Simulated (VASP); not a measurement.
Set up this calculation in VASP 6.6.1, as the native input.

```
Task                   : single point
Functional             : PBE
Potentials or basis    : VASP PAW PBE potentials, release 64 (Zn, Cd, Se, S)
Cutoff                 : 520 eV
k mesh                 : 4 × 4 × 1
Occupations            : gaussian, width 0.1 eV
Spin                   : no spin polarisation
Dipole correction      : no
Further INCAR settings : ALGO = Normal; EDIFF = 1e-07; NBANDS = 46
```

The structure of ZnCd3Se3S lies in POSCAR:

```
ZnCd3Se3S
1.0
    4.2347102222      0.0000519599     -0.0005603834
    0.0000252580      4.2577657630      0.0010795895
   -0.0007638027      0.0035160279     12.0324215897
Zn Cd Se S
1 3 3 1
Direct
   -0.0002447181      0.0006840369      0.9908950021
    0.0013277178     -0.0007843483      0.5036659689
    0.4988377514      0.4992047587      0.2357758075
    0.5002022352      0.5011988330      0.7708303299
    0.0002205055      0.4992855777      0.6366161725
    0.5009593931     -0.0008225491      0.3690935440
   -0.0009625686      0.5004615349      0.1011898312
    0.4996596838      0.0007721563      0.8919333440
```

The input as run:

INCAR

```
SYSTEM = ZnCd3Se3S
ALGO     = Normal         ! electronic algorithm
EDIFF    = 1E-7           ! SCF threshold, eV
ENCUT    = 520            ! plane-wave cutoff, eV
GGA      = PE             ! functional
ISIF     = 2              ! what is computed and relaxed
ISMEAR   = 0              ! smearing method
LASPH    = .True.         ! aspherical terms in the spheres
LCHARG   = .False.        ! write CHGCAR
LREAL    = .False.        ! projectors in reciprocal space
LWAVE    = .False.        ! write WAVECAR
NBANDS   = 46             ! bands
NELM     = 100            ! most SCF steps
PREC     = Accurate       ! precision mode
SIGMA    = 0.1            ! smearing width, eV
```

KPOINTS

```
k-points
0
Gamma
  4 4 1
  0 0 0
```

Potentials or basis: VASP PAW PBE potentials, release 64 (Zn, Cd, Se, S).

Run with:

```sh
$ cat potpaw_PBE.64/Zn/POTCAR potpaw_PBE.64/Cd/POTCAR potpaw_PBE.64/Se/POTCAR potpaw_PBE.64/S/POTCAR > POTCAR
$ mpirun -np 1 vasp_std > vasp.out
```

Results of the run:

```json
{
  "Pressure": "0.3 GPa",
  "Largest force": "0.027 eV/Å",
  "Band gap on the k mesh": "0.65 eV"
}
```

Caveat: the k points lie up to 0.52 Å⁻¹ apart.

It took 3.6 min on 1 thread of Intel Xeon 8259CL, on a shared host, peak memory 0.35 GiB.
